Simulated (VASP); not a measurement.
# SrTiO3 (I4/mcm) in VASP: a series of runs

SrTiO3 is run at these levels: PBEsol; tasks: single point.

All numbers are computed with VASP 6.6.1; they aren't measurements. Logs are shortened: lines on timing, memory, paths and dates and some standing lists are left out, and cuts for length are marked.

**1. The cell of the first run**

The structure is tetragonal, space group I4/mcm (No. 140). Conventional cell: a = 5.324 Å, b = 5.324 Å, c = 7.574 Å, α = 90.00°, β = 90.00°, γ = 90.00°. Within 3.4 Å of Sr (site symmetry -42m) lie 12 O at 2.54 to 2.80 Å and 8 Ti at 3.27 Å. Within 2.5 Å of Ti (site symmetry 4/m) lie 6 O at 1.89 Å. Within 2.5 Å of O (site symmetry 422) lie 2 Ti at 1.89 Å. Within 2.9 Å of O (site symmetry m2m) lie 2 Ti at 1.89 Å and 4 Sr at 2.54 to 2.80 Å and 8 O at 2.67 to 2.68 Å.

**2. Single point, PBEsol**

INCAR

```
SYSTEM = SrTiO3
PREC = Accurate ; ENCUT = 520
EDIFF = 1E-6 ; ISMEAR = 0
SIGMA = 0.05 ; LREAL = .FALSE.
LASPH = .TRUE. ; NELM = 60
ALGO = Normal ; ISIF = 2
LWAVE = .FALSE. ; LCHARG = .TRUE.
GGA = PS ; LELF = .TRUE.
LVHAR = .TRUE. ; NBANDS = 51
```

KPOINTS

```
regular mesh
0
G
  8 8 8
  0 0 0
```

POSCAR

```
SrTiO3
1.0
   -2.6617565719      2.6617565719      3.7870593398
    2.6617565719     -2.6617565719      3.7870593398
    2.6617565719      2.6617565719     -3.7870593398
Sr Ti O
2 2 6
Direct
    0.7500000000      0.2500000000      0.5000000000
    0.2500000000      0.7500000000      0.5000000000
    0.0000000000      0.0000000000      0.0000000000
    0.5000000000      0.5000000000      0.0000000000
    0.2500000000      0.2500000000      0.0000000000
    0.7500000000      0.7500000000      0.0000000000
    0.7252818597      0.2252818597      0.9505637194
    0.2252818597      0.2747181403      0.5000000000
    0.2747181403      0.7747181403      0.0494362806
    0.7747181403      0.7252818597      0.5000000000
```

Potentials or basis: VASP PAW PBE potentials, release 64 (Sr_sv, Ti_sv, O).

Launch:

```
$ cat potpaw_PBE.64/Sr_sv/POTCAR potpaw_PBE.64/Ti_sv/POTCAR potpaw_PBE.64/O/POTCAR > POTCAR
$ mpirun -np 1 vasp_std > vasp.out
```

OUTCAR:

```text
SYSTEM = SrTiO3
   PREC = Accurate
   ENCUT = 520
   EDIFF = 1E-6
   ISMEAR = 0
   LREAL = .FALSE.
   LASPH = .TRUE.
   NELM = 60
   ISIF = 2
   GGA = PS

 ion  position               nearest neighbor table
   1  0.750  0.250  0.500-   9 2.54   8 2.54  10 2.54   7 2.54   5 2.66   6 2.66   6 2.66   5 2.66
                             7 2.80   9 2.80   8 2.80  10 2.80   4 3.27   3 3.27   4 3.27   4 3.27
   2  0.250  0.750  0.500-   7 2.54   8 2.54  10 2.54   9 2.54   5 2.66   6 2.66   5 2.66   6 2.66
                             9 2.80   7 2.80  10 2.80   8 2.80   4 3.27   3 3.27   4 3.27   3 3.27
   3  0.000  0.000  0.000-   7 1.89   9 1.89   8 1.89  10 1.89   5 1.89   6 1.89   1 3.27   2 3.27
                             1 3.27   1 3.27   2 3.27   2 3.27   1 3.27   2 3.27
   4  0.500  0.500  0.000-   7 1.89   9 1.89  10 1.89   8 1.89   5 1.89   6 1.89   1 3.27   2 3.27
                             2 3.27   1 3.27   2 3.27   1 3.27   2 3.27   1 3.27
   5  0.250  0.250  0.000-   3 1.89   4 1.89   1 2.66   2 2.66   2 2.66   1 2.66
   6  0.750  0.750  0.000-   3 1.89   4 1.89   1 2.66   2 2.66   1 2.66   2 2.66
   7  0.725  0.225  0.951-   3 1.89   4 1.89   2 2.54   1 2.54   1 2.80   2 2.80
   8  0.225  0.275  0.500-   4 1.89   3 1.89   1 2.54   2 2.54   1 2.80   2 2.80
   9  0.275  0.775  0.049-   3 1.89   4 1.89   1 2.54   2 2.54   2 2.80   1 2.80
  10  0.775  0.725  0.500-   3 1.89   4 1.89   1 2.54   2 2.54   1 2.80   2 2.80

  LATTYP: Found a body centered tetragonal cell.
 ALAT       =     5.3235131438
 C/A-ratio  =     1.4227669727

  Lattice vectors:

 A1 = (  -2.6617565719,   2.6617565719,   3.7870593398)
 A2 = (   2.6617565719,  -2.6617565719,   3.7870593398)
 A3 = (   2.6617565719,   2.6617565719,  -3.7870593398)

Analysis of symmetry for initial positions (statically):
=====================================================================
 Subroutine PRICEL returns:
 Original cell was already a primitive cell.

 Routine SETGRP: Setting up the symmetry group for a
 body centered tetragonal supercell.

 Subroutine GETGRP returns: Found 16 space group operations
 (whereof  8 operations were pure point group operations)
 out of a pool of 16 trial point group operations.

The static configuration has the point symmetry C_4h.
 The point group associated with its full space group is D_4h.

Analysis of symmetry for dynamics (positions and initial velocities):
=====================================================================
 Subroutine PRICEL returns:
 Original cell was already a primitive cell.

 Routine SETGRP: Setting up the symmetry group for a
 body centered tetragonal supercell.

 Subroutine GETGRP returns: Found 16 space group operations
 (whereof  8 operations were pure point group operations)
 out of a pool of 16 trial point group operations.

The dynamic configuration has the point symmetry C_4h.
 The point group associated with its full space group is D_4h.

 Subroutine INISYM returns: Found 16 space group operations
 (whereof  8 operations are pure point group operations),
 and found     1 'primitive' translations

----------------------------------------------------------------------------------------

                                     Primitive cell

  volume of cell :     107.3245

  direct lattice vectors                    reciprocal lattice vectors
    -2.661756572  2.661756572  3.787059340     0.000000000  0.187845878  0.132028562
     2.661756572 -2.661756572  3.787059340     0.187845878  0.000000000  0.132028562
     2.661756572  2.661756572 -3.787059340     0.187845878  0.187845878  0.000000000

  length of vectors
     5.339636180  5.339636180  5.339636180     0.229603169  0.229603169  0.265654188

  position of ions in fractional coordinates (direct lattice)
     0.750000000  0.250000000  0.500000000
     0.250000000  0.750000000  0.500000000
     0.000000000  0.000000000  0.000000000
     0.500000000  0.500000000  0.000000000
     0.250000000  0.250000000  0.000000000
     0.750000000  0.750000000  0.000000000
     0.725281860  0.225281860  0.950563719
     0.225281860  0.274718140  0.500000000
     0.274718140  0.774718140  0.049436281
     0.774718140  0.725281860  0.500000000

  ion indices of the primitive-cell ions
   primitive index   ion index
                 1           1
                 2           2
                 3           3
                 4           4
                 5           5
                 6           6
                 7           7
                 8           8
                 9           9
                10          10

----------------------------------------------------------------------------------------

 KPOINTS: regular mesh

Automatic generation of k-mesh.
 Grid dimensions read from file:
 generate k-points for:    8    8    8

 Generating k-lattice:

  Cartesian coordinates                     Fractional coordinates (reciprocal lattice)
     0.000000000  0.023480735  0.016503570     0.125000000  0.000000000  0.000000000
     0.023480735  0.000000000  0.016503570     0.000000000  0.125000000  0.000000000
     0.023480735  0.023480735  0.000000000     0.000000000  0.000000000  0.125000000

  Length of vectors
     0.028700396  0.028700396  0.033206774

  Shift w.r.t. Gamma in fractional coordinates (k-lattice)
     0.000000000  0.000000000  0.000000000

 Subroutine IBZKPT returns following result:
 ===========================================

 Found     59 irreducible k-points:

 Following reciprocal coordinates:
            Coordinates               Weight
  0.000000  0.000000  0.000000      1.000000
  0.125000  0.000000 -0.000000      8.000000
  0.250000  0.000000 -0.000000      8.000000
  0.375000  0.000000 -0.000000      8.000000
  0.500000  0.000000 -0.000000      4.000000
  0.125000  0.125000 -0.000000      8.000000
[... 16 lines left out ...]
  0.250000  0.125000  0.125000     16.000000
  0.375000  0.125000  0.125000      8.000000
 [... further k-points ...]
   k-points           NKPTS =     59   k-points in BZ     NKDIM =     59   number of bands    NBANDS=     51
   number of dos      NEDOS =    301   number of ions     NIONS =     10
   total plane-waves  NPLWV =  64000
   dimension x,y,z NGX =    40 NGY =   40 NGZ =   40
   dimension x,y,z NGXF=    80 NGYF=   80 NGZF=   80
   ions per type =               2   2   6
   NGX,Y,Z   is equivalent  to a cutoff of  12.45, 12.45, 12.45 a.u.
   NGXF,Y,Z  is equivalent  to a cutoff of  24.91, 24.91, 24.91 a.u.
 SYSTEM =  SrTiO3
   PREC   = accura    normal or accurate (medium, high low for compatibility)
   ISTART =      0    job   : 0-new  1-cont  2-samecut
   ICHARG =      2    charge: 1-file 2-atom 10-const
   ISPIN  =      1    spin polarized calculation?
   LNONCOLLINEAR =      F non collinear calculations
   LSORBIT =      F    spin-orbit coupling
   LASPH  =      T    aspherical Exc in radial PAW
   ENCUT  =  520.0 eV  38.22 Ry    6.18 a.u.   9.93  9.93  9.93*2*pi/ulx,y,z
   NELM   =     60;   NELMIN=  2; NELMDL= -5     # of ELM steps
   EDIFF  = 0.1E-05   stopping-criterion for ELM
   LREAL  =      F    real-space projection
   EDIFFG = 0.1E-04   stopping-criterion for IOM
   NSW    =      0    number of steps for IOM
   IBRION =     -1    ionic relax: 0-MD 1-quasi-New 2-CG
   NFREE  =      0    steps in history (QN), initial steepest desc. (CG)
   ISIF   =      2    stress and relaxation
   ISYM   =      2    0-nonsym 1-usesym 2-fastsym
   POTIM  = 0.5000    time-step for ionic-motion
   TEBEG  =    0.0;   TEEND  =   0.0 temperature during run
   PSTRESS=    0.0 pullay stress
   NELECT =      80.0000    total number of electrons
   NUPDOWN=      -1.0000    fix difference up-down
   EMIN   =  10.00;   EMAX   =-10.00  energy-range for DOS
   EFERMI =   0.00;   METHOD = LEGACY
   ISMEAR =     0;   SIGMA  =   0.05  broadening in eV -4-tet -1-fermi 0-gaus
   EFERMI_NEDOS =   21; number of points for ismear=-14 and -15
   IALGO  =     38    algorithm
   IMIX   =      4    mixing-type and parameters
     AMIX     =   0.40;   BMIX     =  1.00
     AMIX_MAG =   1.60;   BMIX_MAG =  1.00
  volume/ion in A,a.u.               =      10.73        72.43
  Fermi-wavevector in a.u.,A,eV,Ry     =   1.484358  2.805029 29.977958  2.203318
  Thomas-Fermi vector in A             =   2.597904
   LORBIT       =      0    0 simple, 1 ext, 2 COOP (PROOUT), +10 PAW based schemes
   GGA     = PS    functional components
   LHFCALC =     F    Hartree Fock is set to
   AEXX    =    0.0000 exact exchange contribution
   IVDW    =     0    specifies the selected vdW correction
   LEPSILON=     F    determine dielectric tensor
   LRPA    =     F    only Hartree local field effects (RPA)
 non-spin polarized calculation
 Gauss-broadening in eV      SIGMA  =   0.05
  energy-cutoff  :      520.00
  volume of cell :      107.32
 maximum number of plane-waves:      2906
   NGX = 19   NGY = 19   NGZ = 19

 number of electron      80.0000048 magnetization

 Free energy of the ion-electron system (eV)
  ---------------------------------------------------
  ext. energy  EPLUGINS =         0.00000000
  ---------------------------------------------------
  free energy    TOTEN  =       -83.36633519 eV

  energy without entropy =      -83.36633519  energy(sigma->0) =      -83.36633519

 E-fermi :   5.0746     XC(G=0): -12.1044

 val. band max:        4.7857620935   @ k =  -0.1250   0.1250   0.0000
 cond. band min:       6.8932837299   @ k =   0.0000   0.0000   0.0000
 fundamental gap:      2.1075216364
 Fermi energy:         5.0746424343

 k-point     1 :       0.0000    0.0000    0.0000
  band No.  band energies     occupation
      1     -50.9187      2.00000
      2     -50.9101      2.00000
      3     -27.4622      2.00000
      4     -27.4622      2.00000
      5     -27.4614      2.00000
      6     -27.3579      2.00000
[... 43 lines left out ...]
     50      10.7329      0.00000
     51      12.0086      0.00000

 k-point     2 :       0.1250    0.0000   -0.0000
  band No.  band energies     occupation
      1     -50.9183      2.00000
      2     -50.9104      2.00000
      3     -27.4590      2.00000
      4     -27.4585      2.00000
      5     -27.4577      2.00000
      6     -27.4131      2.00000
[... 43 lines left out ...]
     50      10.9347      0.00000
     51      12.3749      0.00000

 k-point     3 :       0.2500    0.0000   -0.0000
  band No.  band energies     occupation
      1     -50.9174      2.00000
      2     -50.9114      2.00000
      3     -27.4606      2.00000
      4     -27.4569      2.00000
      5     -27.4467      2.00000
      6     -27.4447      2.00000
[... 43 lines left out ...]
     50      11.4889      0.00000
     51      12.7581      0.00000
[... 1027 lines left out ...]
 k-point    23 :       0.2500    0.1250    0.1250
  band No.  band energies     occupation
      1     -50.9157      2.00000
      2     -50.9131      2.00000
      3     -27.5200      2.00000
      4     -27.4968      2.00000
      5     -27.4330      2.00000
      6     -27.3966      2.00000
[... 43 lines left out ...]
     50      12.3263      0.00000
     51      12.7479      0.00000

 k-point    24 :       0.3750    0.1250    0.1250
  band No.  band energies     occupation
      1     -50.9144      2.00000
      2     -50.9144      2.00000
      3     -27.5149      2.00000
      4     -27.5149      2.00000
      5     -27.4156      2.00000
      6     -27.4156      2.00000
[... 43 lines left out ...]
     50      12.8761      0.00000
     51      13.0171      0.00000

 [... further k-points ...]

------------------------ aborting loop because EDIFF is reached ----------------------------------------

  FORCE on cell =-STRESS in cart. coord.  units (eV):
  Direction    XX          YY          ZZ          XY          YZ          ZX
  --------------------------------------------------------------------------------------
  -------------------------------------------------------------------------------------
  Total       14.3585729     14.3585729     14.7095070      0.0000000      0.0000000      0.0000000
  in kB      214.3498024    214.3498024    219.5886700      0.0000000      0.0000000      0.0000000
  external PRESSURE =     216.0960916 kB  Pullay stress =       0.0000000 kB

 VOLUME and BASIS-vectors are now :
 -----------------------------------------------------------------------------
  energy-cutoff  :      520.00
  volume of cell :      107.32
      direct lattice vectors                 reciprocal lattice vectors
    -2.661756572  2.661756572  3.787059340     0.000000000  0.187845878  0.132028562
     2.661756572 -2.661756572  3.787059340     0.187845878  0.000000000  0.132028562
     2.661756572  2.661756572 -3.787059340     0.187845878  0.187845878  0.000000000

 POSITION                                       TOTAL-FORCE (eV/Angst)
 -----------------------------------------------------------------------------------
      0.00000      2.66176      1.89353         0.000000      0.000000     -0.000000
      2.66176      0.00000      1.89353         0.000000      0.000000     -0.000000
      0.00000      0.00000      0.00000         0.000000      0.000000     -0.000000
      0.00000      0.00000      3.78706         0.000000      0.000000     -0.000000
      0.00000      0.00000      1.89353         0.000000      0.000000     -0.000000
      0.00000      0.00000      5.68059         0.000000     -0.000000     -0.000000
      1.19929      3.86105     -0.00000        -0.048721     -0.048721     -0.000000
      1.46247      1.19929      0.00000         0.048721     -0.048721      0.000000
      1.46247     -1.19929      3.78706         0.048721      0.048721     -0.000000
      1.19929      1.46247      3.78706        -0.048721      0.048721     -0.000000
 -----------------------------------------------------------------------------------
    total drift:                               -0.000000      0.000000      0.000000

  FREE ENERGIE OF THE ION-ELECTRON SYSTEM (eV)
  ---------------------------------------------------
  free  energy   TOTEN  =       -83.3663351887 eV

  energy  without entropy=      -83.3663351887  energy(sigma->0) =      -83.36633519
```

Run time: 4.2 min. Hardware: 1 thread of Intel Xeon 6975P-C (Granite Rapids), shared host; peak memory 0.42 GiB.

What came out:

```
Free energy            : -83.3663 eV
Pressure               : 21.6 GPa
Largest force          : 0.069 eV/Å
Band gap on the k mesh : 2.11 eV (least direct gap 2.12 eV)
```

Forces in eV/Å, atoms in the order of the input:
```
Sr   0.000  0.000  0.000
Sr   0.000  0.000  0.000
Ti   0.000  0.000  0.000
Ti   0.000  0.000  0.000
O    0.000  0.000  0.000
O    0.000  0.000  0.000
O   -0.049 -0.049  0.000
O    0.049 -0.049  0.000
O    0.049  0.049  0.000
O   -0.049  0.049  0.000
```

Caveat: the cell stands under pressure; the PAW data sets were made with another functional, which shifts forces and pressure a little.

**3. Single point, PBEsol**

This run uses another cell than the first one, of 11.07 Å³/atom.

INCAR

```
SYSTEM = SrTiO3
  ALGO = Normal
  EDIFF = 1E-7
  ENCUT = 520
  GGA = PS
  ISIF = 2
  ISMEAR = 0
  LASPH = .True.
  LCHARG = .False.
  LREAL = .False.
  LWAVE = .False.
  NBANDS = 51
  NELM = 100
  PREC = Accurate
  SIGMA = 0.05
```

KPOINTS

```
k-points
0
Gamma
  8 8 8
  0 0 0
```

Edit POSCAR of step 2 so:

```diff
@@ -2,5 +2,5 @@
 1.0
-   -2.6617565719      2.6617565719      3.7870593398
-    2.6617565719     -2.6617565719      3.7870593398
-    2.6617565719      2.6617565719     -3.7870593398
+   -2.6891973613      2.6891973613      3.8261011887
+    2.6891973613     -2.6891973613      3.8261011887
+    2.6891973613      2.6891973613     -3.8261011887
 Sr Ti O
```

Potentials or basis: VASP PAW PBE potentials, release 64 (Sr_sv, Ti_sv, O).

Launch:

```
$ cat potpaw_PBE.64/Sr_sv/POTCAR potpaw_PBE.64/Ti_sv/POTCAR potpaw_PBE.64/O/POTCAR > POTCAR
$ mpirun -np 1 vasp_std > vasp.out
```

Wall time 3.5 min (1 thread of Intel Xeon 6975P-C (Granite Rapids), shared host); peak memory 0.43 GiB.

Results (log left out):

```
Free energy            : -83.7388 eV
Pressure               : 13.7 GPa
Largest force          : 0.041 eV/Å
Band gap on the k mesh : 2.05 eV (least direct gap 2.06 eV)
```

Forces on the atoms (eV/Å):
```
Sr   0.000  0.000  0.000
Sr   0.000  0.000  0.000
Ti   0.000  0.000  0.000
Ti   0.000  0.000  0.000
O    0.000  0.000  0.000
O    0.000  0.000  0.000
O   -0.029 -0.029  0.000
O    0.029 -0.029  0.000
O    0.029  0.029  0.000
O   -0.029  0.029  0.000
```

Stress tensor (GPa, compression positive):
```
13.53  0.00  0.00
 0.00 13.53  0.00
 0.00  0.00 13.90
```

Levels at points of the mesh, in eV from the valence-band top:
```csv
k point,band 37,band 38,band 39,band 40,band 41,band 42,band 43,band 44
"(0.00, 0.00, 0.00)",-0.23,-0.17,-0.01,-0.01,2.05,2.05,2.07,4.57
"(0.50, 0.00, 0.00)",-0.79,-0.79,-0.63,-0.63,3.70,3.70,3.74,3.74
"(0.50, 0.50, 0.00)",-1.45,-0.65,-0.64,-0.05,2.22,4.13,4.15,4.16
"(0.50, 0.50, 0.50)",-1.52,-0.59,-0.59,-0.07,2.26,4.07,4.07,4.32
```

Caveat: the cell stands under pressure; the PAW data sets were made with another functional, which shifts forces and pressure a little. A k mesh can miss the band edges.
